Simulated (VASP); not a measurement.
The system is Cr.

```
Cr
1.0
     2.96890    0.00000    0.00000
     0.00000    2.96890    0.00000
     0.00000    0.00000    2.96890
Cr
2
Direct
  0.00000 0.00000 0.00000
  0.50000 0.50000 0.50000
```

Base run:

```yaml
Program: VASP 6.6.1
Functional: PBE
Potentials_or_basis: VASP PAW PBE potentials, release 64 (Cr_sv)
Cutoff: 700 eV
k_mesh: 11 × 11 × 11
Occupations: fermi-dirac, width 0.05 eV
Spin: collinear spin, antiferromagnetic start
Starting_moments: "[-3.0, 3.0] μB"
Hubbard_terms: Cr d U = 1.0 eV
```

Its results: band gap on the k mesh zero (filled and empty bands overlap); pressure -2.9 GPa; net moment 0.00 μB per cell; site moments Cr -2.18, +2.18 μB.

**Question.** The run is repeated on the same cell with these changes: hubbard terms from Cr d U = 1.0 eV to Cr d U = 5.0 eV. What comes out?

**Answer.** Band gap on the k mesh 0.52 eV; pressure 27.2 GPa; net moment 0.00 μB per cell; site moments Cr -3.15, +3.15 μB.

Caveats: the antiferromagnetic order is the one typed at the start, and another may lie lower; the U is typed as a test and isn't derived for this compound; the cell stands under pressure (at least some runs); an odd mesh through Γ misses points on the zone boundary, where band edges can lie (at least some runs).
